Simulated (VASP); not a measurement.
Here is a VASP 6.6.1 calculation.

Contents of INCAR:

```
PREC = Accurate
ENCUT = 520
EDIFF = 1E-7
ISMEAR = 0
SIGMA = 0.15
LREAL = False
LASPH = True
NELM = 60
ALGO = Normal
ISIF = 2
LWAVE = False
LCHARG = False
GGA = PE
IVDW = 12
NBANDS = 14
```

Contents of KPOINTS:

```
Automatic mesh
0
Gamma
  18 18 6
```

File POSCAR:

```
Al
1.0
    2.7844373436      0.0000000000      0.0000000000
   -1.3922186718      2.4113934748      0.0000000000
    0.0000000000      0.0000000000      9.1421776063
Al
4
Direct
    0.0000000000      0.0000000000      0.0000000000
    0.3333333333      0.6666666667      0.2500000000
    0.0000000000      0.0000000000      0.5000000000
    0.6666666667      0.3333333333      0.7500000000
```

Potentials or basis: VASP PAW PBE potentials, release 64 (Al).

Run with:

```sh
$ cat potpaw_PBE.64/Al/POTCAR > POTCAR
$ mpirun -np 1 vasp_std > vasp.out
```

Question: Estimate the dispersion energy per atom.

Answer: -0.363 eV.

Question: Predict the band gap on the k mesh.

Answer: Zero (bands 6 and 7 overlap by 5.58 eV).
